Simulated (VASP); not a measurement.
BaTiO3, 5 atoms in the cell. The structure is tetragonal, space group P4/mmm (No. 123). The conventional cell has a = 4.052 Å, b = 4.052 Å, c = 4.071 Å, α = 90.00°, β = 90.00°, γ = 90.00°. Within 3.8 Å of Ba (site symmetry 4/mmm) lie 12 O at 2.87 Å and 8 Ti at 3.51 Å. Ti (site symmetry 4/mmm) has 6 O at 2.03 to 2.04 Å within 2.7 Å. O (site symmetry 4/mmm) has 2 Ti at 2.04 Å within 2.7 Å. O (site symmetry mmm) has 2 Ti at 2.03 Å within 2.7 Å.  This cell differs from its parent crystal: volume scaled by 1.04.

| Quantity | Value |
| --- | --- |
| Program | VASP 6.6.1 |
| Task | electric field gradients |
| Functional | PBEsol |
| Potentials or basis | VASP PAW PBE potentials, release 64 (Ba_sv, Ti_sv, O) |
| Cutoff | 520 eV |
| k mesh | 7 × 7 × 7 |
| Occupations | fermi-dirac, width 0.03 eV |
| Spin | no spin polarisation |
| Dipole correction | no |
| Further INCAR settings | ALGO = Normal; EDIFF = 1e-08; NBANDS = 28 |

Potentials or basis: VASP PAW PBE potentials, release 64 (Ba_sv, Ti_sv, O).

Run with:

```sh
$ cat potpaw_PBE.64/Ba_sv/POTCAR potpaw_PBE.64/Ti_sv/POTCAR potpaw_PBE.64/O/POTCAR > POTCAR
$ mpirun -np 1 vasp_std > vasp.out
```

Hardware: 1 thread of Intel Xeon 6975P-C, on a shared host.

Q: Estimate the wall time of this run.

A: Wall time 85 s on 1 thread of Intel Xeon 6975P-C, with other jobs on the host, peak memory 0.22 GiB. Counts: scf iterations 18, k points 40.
